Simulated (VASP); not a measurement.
# Ir3C in VASP: a series of runs

Runs on Ir3C. Level: LDA. Tasks: single point.

All numbers are computed with VASP 6.6.1; they aren't measurements. Logs are shortened: lines on timing, memory, paths and dates and some standing lists are left out, and cuts for length are marked.

### 1 The cell of the first run

The cell holds a slab with vacuum, 4 atoms: a = 2.695 Å, b = 2.695 Å, c = 21.277 Å, α = 90.00°, β = 90.00°, γ = 120.00°.

### 2 Single point, LDA, collinear spin

File INCAR:

```
PREC = Accurate
ENCUT = 520
EDIFF = 1E-6
ISMEAR = 0
SIGMA = 0.1
LREAL = False
LASPH = True
NELM = 150
ALGO = Normal
ISIF = 2
LWAVE = False
LCHARG = False
ISPIN = 2
MAGMOM = 0 0 0 2
LORBIT = 11
LMAXMIX = 4
LDIPOL = True
IDIPOL = 3
DIPOL = 0.5 0.5 0.341
NBANDS = 28
```

File KPOINTS:

```
Automatic mesh
0
Gamma
  12 12 1
```

File POSCAR:

```
Ir3C
1.0
    2.6946510889      0.0000000000      0.0000000000
   -1.3473255444      2.3336362973      0.0000000000
    0.0000000000      0.0000000000     21.2769546740
Ir C
3 1
Direct
    0.6666666667      0.3333333333      0.1879968286
    0.3333333333      0.6666666667      0.2885049938
    0.0000000000      0.0000000000      0.3890103072
    0.1111111111     -0.1111111111      0.4985184598
```

Potentials or basis: VASP PAW LDA potentials, release 64 (Ir, C).

Command:

```
cat potpaw_LDA.64/Ir/POTCAR potpaw_LDA.64/C/POTCAR > POTCAR
mpirun -np 1 vasp_std > vasp.out
```

OUTCAR:

```text
PREC = Accurate
   ENCUT = 520
   EDIFF = 1E-6
   ISMEAR = 0
   LREAL = False
   LASPH = True
   NELM = 150
   ISIF = 2
   ISPIN = 2
   LORBIT = 11

 ion  position               nearest neighbor table
   1  0.667  0.333  0.188-   2 2.64   2 2.64   2 2.64
   2  0.333  0.667  0.289-   3 2.64   3 2.64   3 2.64   1 2.64   1 2.64   1 2.64
   3  0.000  0.000  0.389-   4 2.39   2 2.64   2 2.64   2 2.64
   4  0.111  0.889  0.499-   3 2.39

  LATTYP: Found a hexagonal cell.
 ALAT       =     2.6946510889
 C/A-ratio  =     7.8959961687

  Lattice vectors:

 A1 = (   2.6946510889,   0.0000000000,   0.0000000000)
 A2 = (  -1.3473255444,   2.3336362973,   0.0000000000)
 A3 = (   0.0000000000,   0.0000000000,  21.2769546740)

Analysis of symmetry for initial positions (statically):
=====================================================================
 Subroutine PRICEL returns:
 Original cell was already a primitive cell.

 Routine SETGRP: Setting up the symmetry group for a
 hexagonal supercell.

 Subroutine GETGRP returns: Found  2 space group operations
 (whereof  2 operations were pure point group operations)
 out of a pool of 24 trial point group operations.

The static configuration has the point symmetry C_1h.

Analysis of symmetry for dynamics (positions and initial velocities):
=====================================================================
 Subroutine PRICEL returns:
 Original cell was already a primitive cell.

 Routine SETGRP: Setting up the symmetry group for a
 hexagonal supercell.

 Subroutine GETGRP returns: Found  2 space group operations
 (whereof  2 operations were pure point group operations)
 out of a pool of 24 trial point group operations.

The dynamic configuration has the point symmetry C_1h.

Analysis of structural, dynamic, and magnetic symmetry:
=====================================================================
 Subroutine PRICEL returns:
 Original cell was already a primitive cell.

 Routine SETGRP: Setting up the symmetry group for a
 hexagonal supercell.

 Subroutine GETGRP returns: Found  2 space group operations
 (whereof  2 operations were pure point group operations)
 out of a pool of 24 trial point group operations.

The overall configuration has the point symmetry C_1h.

 Subroutine INISYM returns: Found  2 space group operations
 (whereof  2 operations are pure point group operations),
 and found     1 'primitive' translations

[... 135 lines left out ...]

 dipolmoment           0.000000      0.000000     -0.112267 electrons x Angstroem

 number of electron      30.9999999 magnetization       0.0005324

 dipolmoment           0.000000      0.000000      0.042319 electrons x Angstroem

 Free energy of the ion-electron system (eV)
  ---------------------------------------------------
  ext. energy  EPLUGINS =         0.00000000
  ---------------------------------------------------
  free energy    TOTEN  =       -33.98344843 eV

  energy without entropy =      -33.96218519  energy(sigma->0) =      -33.97281681

 E-fermi :  -0.3435     XC(G=0):  -6.2480

 val. band max:       -0.3459287087   @ k =  -0.3333   0.3333   0.0000
 cond. band min:      -0.3415325580   @ k =   0.4167   0.0833   0.0000
 fundamental gap:      0.0043961507
 Fermi energy:        -0.3435487572

 spin component 1

 k-point     1 :       0.0000    0.0000    0.0000
  band No.  band energies     occupation
      1     -11.4982      1.00000
      2     -10.5900      1.00000
      3      -8.5795      1.00000
      4      -8.4552      1.00000
      5      -4.4554      1.00000
      6      -4.4493      1.00000
[... 709 lines left out ...]
     26       9.9849      0.00000
     27      10.4793      0.00000

 [... further k-points ...]

 spin component 2

 k-point     1 :       0.0000    0.0000    0.0000
  band No.  band energies     occupation
      1     -11.4988      1.00000
      2     -10.5903      1.00000
      3      -8.5794      1.00000
      4      -8.4551      1.00000
      5      -4.4553      1.00000
      6      -4.4492      1.00000
[... 709 lines left out ...]
     26       9.9912      0.00000
     27      10.4840      0.00000

 [... further k-points ...]

 [bands above 27 left out]

------------------------ aborting loop because EDIFF is reached ----------------------------------------

 vacuum level on the upper side and lower side of the slab       (xc-potential included)         0.585        -0.603

  FORCE on cell =-STRESS in cart. coord.  units (eV):
  Direction    XX          YY          ZZ          XY          YZ          ZX
  --------------------------------------------------------------------------------------
  -------------------------------------------------------------------------------------
  Total       -4.8137952     -4.3588815     -4.5534358      0.3939668      0.2886983     -0.5000399
  in kB      -57.6438543    -52.1963898    -54.5261232      4.7176426      3.4570814     -5.9878385
  external PRESSURE =     -54.7887891 kB  Pullay stress =       0.0000000 kB

 VOLUME and BASIS-vectors are now :
 -----------------------------------------------------------------------------
  energy-cutoff  :      520.00
  volume of cell :      133.80
      direct lattice vectors                 reciprocal lattice vectors
     2.694651089  0.000000000  0.000000000     0.371105559  0.214257895  0.000000000
    -1.347325544  2.333636297  0.000000000     0.000000000  0.428515789  0.000000000
     0.000000000  0.000000000 21.276954674     0.000000000  0.000000000  0.046999207

 POSITION                                       TOTAL-FORCE (eV/Angst)
 -----------------------------------------------------------------------------------
      1.34733      0.77788      4.00000        -0.079272      0.045768     -0.405041
     -0.00000      1.55576      6.13851        -0.065032      0.037546      0.143920
      0.00000      0.00000      8.27695         0.564132     -0.325702      2.797153
     -0.89822      2.07434     10.60695        -0.419828      0.242388     -2.536032
 -----------------------------------------------------------------------------------
    total drift:                               -0.000330      0.000190     -0.000176

  FREE ENERGIE OF THE ION-ELECTRON SYSTEM (eV)
  ---------------------------------------------------
  free  energy   TOTEN  =       -33.9834484348 eV

  energy  without entropy=      -33.9621851890  energy(sigma->0) =      -33.97281681

 vacuum level on the upper side and lower side of the slab         6.584         5.363

 total charge

# of ion       s       p       d       tot
------------------------------------------
    1        0.690   0.616   6.975   8.281
    2        0.698   0.798   7.040   8.537
    3        0.683   0.682   6.978   8.344
    4        1.034   0.911   0.000   1.945
--------------------------------------------------
tot          3.106   3.007  20.993  27.107

 magnetization (x)

# of ion       s       p       d       tot
------------------------------------------
    1        0.000   0.000   0.000   0.000
    2        0.000  -0.000   0.000   0.000
    3        0.000   0.000   0.000   0.000
    4       -0.000  -0.000   0.000  -0.000
--------------------------------------------------
tot         -0.000  -0.000   0.000  -0.000
```

OSZICAR:

```text
N       E                     dE             d eps       ncg     rms          rms(c)
DAV:   1     0.281998999838E+03    0.28200E+03   -0.12030E+04  4824   0.931E+02
DAV:   2    -0.174088372881E+02   -0.29941E+03   -0.25344E+03  4884   0.282E+02
DAV:   3    -0.355435795724E+02   -0.18135E+02   -0.16945E+02  6180   0.753E+01
[... 20 lines left out ...]
DAV:  24    -0.339833814847E+02   -0.26308E-04   -0.58452E-05  6176   0.394E-02    0.463E-02
DAV:  25    -0.339834271568E+02   -0.45672E-04   -0.74147E-05  6684   0.423E-02    0.280E-02
DAV:  26    -0.339834430787E+02   -0.15922E-04   -0.10196E-05  5532   0.194E-02    0.346E-02
DAV:  27    -0.339834474353E+02   -0.43567E-05   -0.99416E-07  3904   0.872E-03    0.315E-02
DAV:  28    -0.339834489436E+02   -0.15082E-05   -0.12343E-06  3908   0.831E-03    0.260E-02
DAV:  29    -0.339834484348E+02    0.50880E-06   -0.17014E-06  3836   0.673E-03
   1 F= -.33983448E+02 E0= -.33972817E+02  d E =-.212632E-01  mag=     0.0005
```

It took 11 min on 1 thread of Intel Xeon 8259CL, shared host; peak memory 0.37 GiB.

What came out:

```
Free energy                                           : -33.9834 eV
Largest force                                         : 2.872 eV/Å
Net moment                                            : 0.00 μB per cell
Valence electrons inside the program's atomic spheres : Ir 8.28, 8.54, 8.34; C 1.95
```

Forces in eV/Å, atoms in the order of the input:
```
Ir  -0.079  0.046 -0.405
Ir  -0.065  0.038  0.144
Ir   0.564 -0.326  2.797
C   -0.420  0.242 -2.536
```

Levels at points of the mesh, in eV from the Fermi level:
Spin up:
```csv
k point,band 11,band 12,band 13,band 14,band 15,band 16,band 17,band 18,band 19,band 20
"(0.00, 0.00, 0.00)",-3.08,-3.08,-2.28,-1.22,-1.19,-0.46,-0.43,-0.23,0.74,0.75
"(0.50, 0.00, 0.00)",-1.42,-0.96,-0.25,0.51,0.91,1.03,1.53,1.67,2.24,2.61
"(0.50, 0.50, 0.00)",-1.39,-1.07,-0.06,0.51,0.92,1.24,1.53,1.67,1.87,2.69
```
Spin down:
```
           k point  band 13  band 14  band 15  band 16  band 17  band 18
(0.00, 0.00, 0.00)    -2.28    -1.22    -1.19    -0.46    -0.43    -0.23
(0.50, 0.00, 0.00)    -0.25     0.51     0.91     1.03     1.53     1.67
(0.50, 0.50, 0.00)    -0.06     0.51     0.92     1.24     1.53     1.67
```

Caveat: spin-orbit coupling is left out, which moves the levels of the heavy elements.

### 3 Single point, LDA, collinear spin

File INCAR:

```
SYSTEM = Ir3C
PREC = Accurate
ENCUT = 520
EDIFF = 1E-6
ISMEAR = 0
SIGMA = 0.1
LREAL = .FALSE.
LASPH = .TRUE.
NELM = 150
ALGO = Normal
ISIF = 2
LWAVE = .FALSE.
LCHARG = .TRUE.
ISPIN = 2
MAGMOM = 0 0 0 2
LORBIT = 11
LMAXMIX = 4
LDIPOL = .TRUE.
IDIPOL = 3
DIPOL = 0.5 0.5 0.352
LELF = .TRUE.
LVHAR = .TRUE.
LVACPOTAV = .TRUE.
NBANDS = 28
```

File KPOINTS:

```
regular mesh
0
G
  12 12 1
  0 0 0
```

Edit POSCAR of step 2 so:

```diff
@@ -11,2 +11,2 @@
     0.0000000000      0.0000000000      0.3890103072
-    0.1111111111     -0.1111111111      0.4985184598
+    0.1111111111     -0.1111111111      0.5408177463
```

Potentials or basis: VASP PAW LDA potentials, release 64 (Ir, C).

Command:

```
cat potpaw_LDA.64/Ir/POTCAR potpaw_LDA.64/C/POTCAR > POTCAR
mpirun -np 1 vasp_std > vasp.out
```

It took 12 min on 1 thread of Intel Xeon 8259CL, shared host; peak memory 0.37 GiB.

Results (log left out):

```yaml
Free_energy: -32.4191 eV
Largest_force: 0.859 eV/Å
Net_moment: 0.12 μB per cell
Site_moments: Ir -0.00; C +0.06 μB
Valence_electrons_inside_the_program's_atomic_spheres: Ir 8.28, 8.52, 8.26; C 1.91
```

Forces in eV/Å, atoms in the order of the input:
```
Ir  -0.011  0.006 -0.211
Ir  -0.018  0.010  0.232
Ir   0.079 -0.045  0.836
C   -0.050  0.029 -0.857
```

Levels at points of the mesh, in eV from the Fermi level:
Spin up:
```
           k point  band 13  band 14  band 15  band 16  band 17  band 18  band 19  band 20
(0.00, 0.00, 0.00)    -2.21    -1.19    -1.18    -0.54    -0.36    -0.36     0.79     0.79
(0.50, 0.00, 0.00)     0.13     0.58     0.83     0.93     1.29     1.59     1.69     2.37
(0.50, 0.50, 0.00)     0.18     0.58     0.93     0.94     1.13     1.59     1.69     2.37
```
Spin down:
| k point | band 13 | band 14 | band 15 | band 16 | band 17 | band 18 |
| --- | --- | --- | --- | --- | --- | --- |
| (0.00, 0.00, 0.00) | -2.14 | -1.19 | -1.19 | -0.52 | -0.36 | -0.36 |
| (0.50, 0.00, 0.00) | 0.18 | 0.57 | 0.87 | 0.93 | 1.36 | 1.59 |
| (0.50, 0.50, 0.00) | 0.22 | 0.58 | 0.93 | 0.98 | 1.20 | 1.59 |

Caveat: spin-orbit coupling is left out, which moves the levels of the heavy elements.

### 4 Single point, LDA, collinear spin

File INCAR:

```
SYSTEM = Ir3C
PREC     = Accurate       ! precision mode
ENCUT    = 520            ! plane-wave cutoff, eV
EDIFF    = 1E-6           ! SCF threshold, eV
ISMEAR   = 0              ! smearing method
SIGMA    = 0.1            ! smearing width, eV
LREAL    = .FALSE.        ! projectors in reciprocal space
LASPH    = .TRUE.         ! aspherical terms in the spheres
NELM     = 150            ! most SCF steps
ALGO     = Normal         ! electronic algorithm
ISIF     = 2              ! what is computed and relaxed
LWAVE    = .FALSE.        ! write WAVECAR
LCHARG   = .FALSE.        ! write CHGCAR
ISPIN    = 2              ! spin polarisation
MAGMOM   = 0 0 0 2        ! initial moments
LORBIT   = 11             ! projections on sites
LMAXMIX  = 4              ! l up to which the mixer works
LDIPOL   = .TRUE.       
IDIPOL   = 3            
DIPOL    = 0.5 0.5 0.346
GGA      = CA             ! functional
NBANDS   = 28             ! bands
```

File KPOINTS:

```
Automatic mesh
0
G
  12 12 1
  0 0 0
```

Edit POSCAR of step 3 so:

```diff
@@ -11,2 +11,2 @@
     0.0000000000      0.0000000000      0.3890103072
-    0.1111111111     -0.1111111111      0.5408177463
+    0.1111111111     -0.1111111111      0.5173181427
```

Command:

```
cat potpaw_LDA.64/Ir/POTCAR potpaw_LDA.64/C/POTCAR > POTCAR
mpirun -np 1 vasp_std > vasp.out
```

Run time: 4.7 min. Hardware: 1 thread of Intel Xeon 6975P-C (Granite Rapids), shared host; peak memory 0.37 GiB.

The run converged. Its results:

```
Free energy                                           : -33.0991 eV
Largest force                                         : 1.883 eV/Å
Net moment                                            : 0.00 μB per cell
Valence electrons inside the program's atomic spheres : Ir 8.28, 8.53, 8.27; C 1.92
```

Forces on the atoms (eV/Å):
```
Ir  -0.045  0.026 -0.366
Ir  -0.045  0.026  0.384
Ir   0.324 -0.187  1.845
C   -0.234  0.135 -1.863
```

Levels at points of the mesh, in eV from the Fermi level:
Spin up:
| k point | band 13 | band 14 | band 15 | band 16 | band 17 | band 18 |
| --- | --- | --- | --- | --- | --- | --- |
| (0.00, 0.00, 0.00) | -2.29 | -1.18 | -1.17 | -0.38 | -0.35 | -0.32 |
| (0.50, 0.00, 0.00) | -0.08 | 0.58 | 0.91 | 0.96 | 1.58 | 1.70 |
| (0.50, 0.50, 0.00) | 0.04 | 0.59 | 0.95 | 1.08 | 1.49 | 1.58 |
Spin down:
```
           k point  band 13  band 14  band 15  band 16  band 17  band 18
(0.00, 0.00, 0.00)    -2.29    -1.18    -1.17    -0.38    -0.35    -0.32
(0.50, 0.00, 0.00)    -0.08     0.58     0.91     0.96     1.58     1.70
(0.50, 0.50, 0.00)     0.04     0.59     0.95     1.08     1.49     1.58
```

Caveat: spin-orbit coupling is left out, which moves the levels of the heavy elements.

### 5 Single point, LDA, collinear spin

File INCAR:

```
SYSTEM = Ir3C
PREC = Accurate
ENCUT = 520
EDIFF = 1E-6
ISMEAR = 0
SIGMA = 0.1
LREAL = .FALSE.
LASPH = .TRUE.
NELM = 150
ALGO = Normal
ISIF = 2
LWAVE = .FALSE.
LCHARG = .FALSE.
ISPIN = 2
MAGMOM = 0 0 0 2
LORBIT = 11
LMAXMIX = 4
LDIPOL = .TRUE.
IDIPOL = 3
DIPOL = 0.5 0.5 0.360
NBANDS = 28
```

KPOINTS is that of step 4.

Edit POSCAR of step 4 so:

```diff
@@ -11,2 +11,2 @@
     0.0000000000      0.0000000000      0.3890103072
-    0.1111111111     -0.1111111111      0.5173181427
+    0.1111111111     -0.1111111111      0.5737171913
```

Potentials or basis: VASP PAW LDA potentials, release 64 (Ir, C).

Command:

```
cat potpaw_LDA.64/Ir/POTCAR potpaw_LDA.64/C/POTCAR > POTCAR
mpirun -np 1 vasp_std > vasp.out
```

OUTCAR:

```text
SYSTEM = Ir3C
   PREC = Accurate
   ENCUT = 520
   EDIFF = 1E-6
   ISMEAR = 0
   LREAL = .FALSE.
   LASPH = .TRUE.
   NELM = 150
   ISIF = 2
   ISPIN = 2
   LORBIT = 11

 ion  position               nearest neighbor table
   1  0.667  0.333  0.188-   2 2.64   2 2.64   2 2.64
   2  0.333  0.667  0.289-   3 2.64   3 2.64   3 2.64   1 2.64   1 2.64   1 2.64
   3  0.000  0.000  0.389-   2 2.64   2 2.64   2 2.64
   4  0.111  0.889  0.574-

  LATTYP: Found a hexagonal cell.
 ALAT       =     2.6946510889
 C/A-ratio  =     7.8959961687

  Lattice vectors:

 A1 = (   2.6946510889,   0.0000000000,   0.0000000000)
[... 1674 lines left out ...]
    -1.347325544  2.333636297  0.000000000     0.000000000  0.428515789  0.000000000
     0.000000000  0.000000000 21.276954674     0.000000000  0.000000000  0.046999207

 POSITION                                       TOTAL-FORCE (eV/Angst)
 -----------------------------------------------------------------------------------
      1.34733      0.77788      4.00000        -0.000816      0.000471     -0.148247
     -0.00000      1.55576      6.13851        -0.002788      0.001609      0.046281
      0.00000      0.00000      8.27695         0.008126     -0.004692      0.321725
     -0.89822      2.07434     12.20695        -0.004523      0.002611     -0.219759
 -----------------------------------------------------------------------------------
    total drift:                                0.000084     -0.000048     -0.000614

  FREE ENERGIE OF THE ION-ELECTRON SYSTEM (eV)
  ---------------------------------------------------
  free  energy   TOTEN  =       -32.0892443077 eV

  energy  without entropy=      -32.0624431349  energy(sigma->0) =      -32.07584372

 vacuum level on the upper side and lower side of the slab         6.039         5.428

 total charge

# of ion       s       p       d       tot
------------------------------------------
    1        0.688   0.620   6.968   8.276
    2        0.694   0.789   7.043   8.526
    3        0.684   0.616   6.967   8.267
    4        1.057   0.848   0.000   1.905
--------------------------------------------------
tot          3.123   2.873  20.978  26.974

 magnetization (x)

# of ion       s       p       d       tot
------------------------------------------
    1       -0.000  -0.000  -0.001  -0.002
    2        0.000  -0.000  -0.001  -0.001
    3       -0.000  -0.000  -0.001  -0.001
    4        0.003   0.038   0.000   0.041
--------------------------------------------------
tot          0.003   0.038  -0.003   0.037
```

OSZICAR:

```text
N       E                     dE             d eps       ncg     rms          rms(c)
DAV:   1     0.273843733891E+03    0.27384E+03   -0.11972E+04  4824   0.930E+02
DAV:   2    -0.159677984363E+02   -0.28981E+03   -0.24626E+03  4900   0.279E+02
DAV:   3    -0.338425165543E+02   -0.17875E+02   -0.16623E+02  6376   0.743E+01
[... 29 lines left out ...]
DAV:  33    -0.320892485069E+02   -0.23425E-04   -0.77960E-06  5048   0.129E-02    0.297E-02
DAV:  34    -0.320892415344E+02    0.69724E-05   -0.38286E-06  5124   0.104E-02    0.180E-02
DAV:  35    -0.320892478390E+02   -0.63046E-05   -0.11188E-06  4008   0.463E-03    0.206E-02
DAV:  36    -0.320892437287E+02    0.41103E-05   -0.20732E-06  3784   0.745E-03    0.851E-03
DAV:  37    -0.320892443077E+02   -0.57896E-06   -0.12451E-06  4868   0.444E-03
   1 F= -.32089244E+02 E0= -.32075844E+02  d E =-.268012E-01  mag=     0.0727
```

It took 5.2 min on 1 thread of Intel Xeon 6975P-C (Granite Rapids), shared host; peak memory 0.37 GiB.

What came out:

```
Free energy                                           : -32.0892 eV
Largest force                                         : 0.322 eV/Å
Net moment                                            : 0.07 μB per cell
Site moments                                          : Ir -0.00; C +0.04 μB
Valence electrons inside the program's atomic spheres : Ir 8.28, 8.53, 8.27; C 1.91
```

Forces on the atoms (eV/Å):
```
Ir  -0.001  0.000 -0.148
Ir  -0.003  0.002  0.046
Ir   0.008 -0.005  0.322
C   -0.005  0.003 -0.220
```

Caveat: spin-orbit coupling is left out, which moves the levels of the heavy elements.

### 6 Overview

| cell | gap on the mesh (eV) | moment (μB) | largest force (eV/Å) |
| --- | --- | --- | --- |
| as given, atomic positions A | none | 0.00 | 2.87 |
| as given, atomic positions B | none | 0.12 | 0.86 |
| as given, atomic positions C | none | 0.00 | 1.88 |
| as given, atomic positions D | none | 0.07 | 0.32 |

Alike in all rows: task single point; level LDA; potentials or basis VASP PAW LDA potentials, release 64 (Ir, C); spin collinear; k mesh 12 × 12 × 1; cutoff (eV) 520; smearing gaussian 0.1 eV.

Caveats: spin-orbit coupling is left out, which moves the levels of the heavy elements.

Total energies depend on the potentials used, so only differences within one code and one set of settings carry meaning.
